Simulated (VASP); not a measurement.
# SiC (P6_3mc) in VASP: further runs, part 2 of 3

VASP 6.6.1.

### 3 Electric field gradients, PBEsol (10.55 Å³/atom)

This run uses another cell than the first one, of 10.55 Å³/atom.

File INCAR:

```
SYSTEM = SiC
ALGO     = Normal         ! electronic algorithm
EDIFF    = 1E-8           ! SCF threshold, eV
ENCUT    = 520            ! plane-wave cutoff, eV
GGA      = PS             ! functional
ISIF     = 2              ! what is computed and relaxed
ISMEAR   = -1             ! smearing method
LASPH    = .True.         ! aspherical terms in the spheres
LCHARG   = .False.        ! write CHGCAR
LEFG     = .True.       
LREAL    = .False.        ! projectors in reciprocal space
LWAVE    = .False.        ! write WAVECAR
NBANDS   = 16             ! bands
NELM     = 100            ! most SCF steps
PREC     = Accurate       ! precision mode
SIGMA    = 0.08           ! smearing width, eV
```

File KPOINTS:

```
k-points
0
Gamma
  15 15 8
  0 0 0
```

File POSCAR:

```
SiC
1.0
    3.0963696491      0.0000000000      0.0000000000
   -1.5481848246      2.6815347757      0.0000000000
    0.0000000000      0.0000000000      5.0814314379
Si C
2 2
Direct
    0.3333333333      0.6666666667      0.0000000000
    0.6666666667      0.3333333333      0.5000000000
    0.3333333333      0.6666666667      0.3850000000
    0.6666666667      0.3333333333      0.8850000000
```

Potentials or basis: VASP PAW PBE potentials, release 64 (Si, C).

On the command line:

```
$ cat potpaw_PBE.64/Si/POTCAR potpaw_PBE.64/C/POTCAR > POTCAR
$ mpirun -np 1 vasp_std > vasp.out
```

OUTCAR:

```text
SYSTEM = SiC
   EDIFF = 1E-8
   ENCUT = 520
   GGA = PS
   ISIF = 2
   ISMEAR = -1
   LASPH = .True.
   LREAL = .False.
   NELM = 100
   PREC = Accurate

 ion  position               nearest neighbor table
   1  0.333  0.667  0.000-   4 1.88   4 1.88   4 1.88   3 1.96   2 3.11   2 3.11   2 3.11   2 3.11
                             2 3.11   2 3.11
   2  0.667  0.333  0.500-   3 1.88   3 1.88   3 1.88   4 1.96   1 3.11   1 3.11   1 3.11   1 3.11
                             1 3.11   1 3.11
   3  0.333  0.667  0.385-   2 1.88   2 1.88   2 1.88   1 1.96
   4  0.667  0.333  0.885-   1 1.88   1 1.88   1 1.88   2 1.96

  LATTYP: Found a hexagonal cell.
 ALAT       =     3.0963696491
 C/A-ratio  =     1.6410932846

  Lattice vectors:

 A1 = (   3.0963696491,   0.0000000000,   0.0000000000)
 A2 = (  -1.5481848246,   2.6815347757,   0.0000000000)
 A3 = (   0.0000000000,   0.0000000000,   5.0814314379)

Analysis of symmetry for initial positions (statically):
=====================================================================
 Subroutine PRICEL returns:
 Original cell was already a primitive cell.

 Routine SETGRP: Setting up the symmetry group for a
 hexagonal supercell.

 Subroutine GETGRP returns: Found 12 space group operations
 (whereof  6 operations were pure point group operations)
 out of a pool of 24 trial point group operations.

The static configuration has the point symmetry C_3v.
 The point group associated with its full space group is C_6v.

Analysis of symmetry for dynamics (positions and initial velocities):
=====================================================================
 Subroutine PRICEL returns:
 Original cell was already a primitive cell.

 Routine SETGRP: Setting up the symmetry group for a
[... 627 lines left out ...]
  Direction    XX          YY          ZZ          XY          YZ          ZX
  --------------------------------------------------------------------------------------
  -------------------------------------------------------------------------------------
  Total       -0.5959279     -0.5959279     -1.6915370      0.0000000      0.0000000     -0.0000000
  in kB      -22.6298662    -22.6298662    -64.2347119      0.0000000      0.0000000     -0.0000000
  external PRESSURE =     -36.4981481 kB  Pullay stress =       0.0000000 kB

 VOLUME and BASIS-vectors are now :
 -----------------------------------------------------------------------------
  energy-cutoff  :      520.00
  volume of cell :       42.19
      direct lattice vectors                 reciprocal lattice vectors
     3.096369649  0.000000000  0.000000000     0.322958856  0.186460383  0.000000000
    -1.548184825  2.681534776  0.000000000     0.000000000  0.372920765  0.000000000
     0.000000000  0.000000000  5.081431438     0.000000000  0.000000000  0.196794941

 POSITION                                       TOTAL-FORCE (eV/Angst)
 -----------------------------------------------------------------------------------
     -0.00000      1.78769      0.00000        -0.000000      0.000000      0.720501
      1.54818      0.89384      2.54072         0.000000     -0.000000      0.720501
     -0.00000      1.78769      1.95635        -0.000000      0.000000     -0.720501
      1.54818      0.89384      4.49707         0.000000     -0.000000     -0.720501
 -----------------------------------------------------------------------------------
    total drift:                               -0.000000      0.000000      0.000393

  FREE ENERGIE OF THE ION-ELECTRON SYSTEM (eV)
  ---------------------------------------------------
  free  energy   TOTEN  =       -31.7783037699 eV

  energy  without entropy=      -31.7783037557  energy(sigma->0) =      -31.77830376

 Electric field gradients (V/A^2)
---------------------------------------------------------------------
 ion       V_xx      V_yy      V_zz      V_xy      V_xz      V_yz
---------------------------------------------------------------------
   1      -8.404    -8.404    16.807    -0.000     0.000    -0.000
   2      -8.404    -8.404    16.807    -0.000    -0.000     0.000
   3      -1.421    -1.422     2.843    -0.000     0.000    -0.000
   4      -1.421    -1.422     2.843    -0.000    -0.000     0.000
---------------------------------------------------------------------

 Electric field gradients after diagonalization (V/A^2)
 (convention: |V_zz| > |V_xx| > |V_yy|)
----------------------------------------------------------------------
 ion       V_xx      V_yy      V_zz     asymmetry (V_yy - V_xx)/ V_zz
----------------------------------------------------------------------
   1      -8.404    -8.403    16.807       0.000
   2      -8.404    -8.403    16.807       0.000
   3      -1.422    -1.421     2.843       0.000
   4      -1.422    -1.421     2.843       0.000
----------------------------------------------------------------------

           NMR quadrupolar parameters

 Cq : quadrupolar parameter    Cq=e*Q*V_zz/h
 eta: asymmetry parameters     (V_yy - V_xx)/ V_zz
 Q  : nuclear electric quadrupole moment in mb (millibarn)
----------------------------------------------------------------------
 ion       Cq(MHz)       eta       Q (mb)
----------------------------------------------------------------------
   1       0.041       0.000       1.000
   2       0.041       0.000       1.000
   3       0.007       0.000       1.000
   4       0.007       0.000       1.000
----------------------------------------------------------------------
```

OSZICAR:

```text
N       E                     dE             d eps       ncg     rms          rms(c)
DAV:   1     0.239541384504E+02    0.23954E+02   -0.71536E+03  4320   0.896E+02
DAV:   2    -0.327097610087E+02   -0.56664E+02   -0.51631E+02  6216   0.156E+02
DAV:   3    -0.352756672249E+02   -0.25659E+01   -0.25553E+01  5664   0.306E+01
DAV:   4    -0.352945620064E+02   -0.18895E-01   -0.18892E-01  5312   0.325E+00
DAV:   5    -0.352947469232E+02   -0.18492E-03   -0.18491E-03  5584   0.303E-01    0.121E+01
DAV:   6    -0.319017128784E+02    0.33930E+01   -0.59000E+00  5512   0.148E+01    0.553E+00
DAV:   7    -0.318101183726E+02    0.91595E-01   -0.10041E+00  6176   0.582E+00    0.238E+00
DAV:   8    -0.317815839827E+02    0.28534E-01   -0.52190E-02  4960   0.140E+00    0.575E-01
DAV:   9    -0.317781409506E+02    0.34430E-02   -0.67980E-03  5576   0.552E-01    0.114E-01
DAV:  10    -0.317782962680E+02   -0.15532E-03   -0.71401E-04  5216   0.158E-01    0.538E-02
DAV:  11    -0.317783035952E+02   -0.73272E-05   -0.40343E-05  5432   0.461E-02    0.112E-02
DAV:  12    -0.317783036982E+02   -0.10304E-06   -0.37746E-06  5424   0.126E-02    0.401E-03
DAV:  13    -0.317783037810E+02   -0.82757E-07   -0.67305E-07  5688   0.514E-03    0.229E-03
DAV:  14    -0.317783037617E+02    0.19229E-07   -0.54509E-08  5216   0.158E-03    0.109E-03
DAV:  15    -0.317783037699E+02   -0.81332E-08   -0.99125E-09  3408   0.622E-04
   1 F= -.31778304E+02 E0= -.31778304E+02  d E =-.141083E-07
```

stdout:

```text
POSCAR found type information on POSCAR SiC
 POSCAR found :  2 types and       4 ions
 scaLAPACK will be used
 -----------------------------------------------------------------------------
|                                                                             |
|                                                                             |
|     You enforced a specific xc type in the INCAR file but a different       |
|     I HOPE YOU KNOW WHAT YOU ARE DOING!                                     |
|                                                                             |
 -----------------------------------------------------------------------------

 LDA part: xc-table for (Slater+PW92), standard interpolation
 POSCAR, INCAR and KPOINTS ok, starting setup
 FFT: planning ... GRIDC
 FFT: planning ... GRID_SOFT
 FFT: planning ... GRID
 WAVECAR not read
 entering main loop
ion   1

ion   2

ion   3

ion   4
```

Wall time 78 s (1 thread of Intel Xeon 8259CL, shared host); peak memory 0.21 GiB.

What came out:

| Property | Result |
| --- | --- |
| Free energy | -31.7783 eV |
| Pressure | -3.6 GPa |
| Largest force | 0.721 eV/Å |
| Band gap on the k mesh | 2.20 eV (least direct gap 3.93 eV) |
| Largest electric field gradient by atom | Si +16.8; C +2.8 V/Å² |

Forces in eV/Å, atoms in the order of the input:
```
Si   0.000  0.000  0.721
Si   0.000  0.000  0.721
C    0.000  0.000 -0.721
C    0.000  0.000 -0.721
```

Stress tensor (GPa, compression positive):
```
-2.26  0.00  0.00
 0.00 -2.26  0.00
 0.00  0.00 -6.42
```

Levels at points of the mesh, in eV from the valence-band top:
```
           k point  band 6  band 7  band 8  band 9  band 10  band 11
(0.00, 0.00, 0.00)   -0.27   -0.27    0.00    4.40     5.77     6.32
(0.00, 0.00, 0.50)   -0.96   -0.96   -0.96    5.48     5.48     6.99
```

Electric field gradients, principal values (V/Å²):
```tsv
atom	least	middle	greatest (by size)
1 Si	-8.403	-8.404	16.807
2 Si	-8.403	-8.404	16.807
3 C	-1.421	-1.422	2.843
4 C	-1.421	-1.422	2.843
```

Caveat: the cell stands under tension; without QUAD_EFG the Cq values of the log hold for a quadrupole moment of 1 mb, not for the nuclei; the PAW data sets were made with another functional, which shifts forces and pressure a little; an odd mesh through Γ misses points on the zone boundary, where band edges can lie.

(Continued in part 3 of 3.)
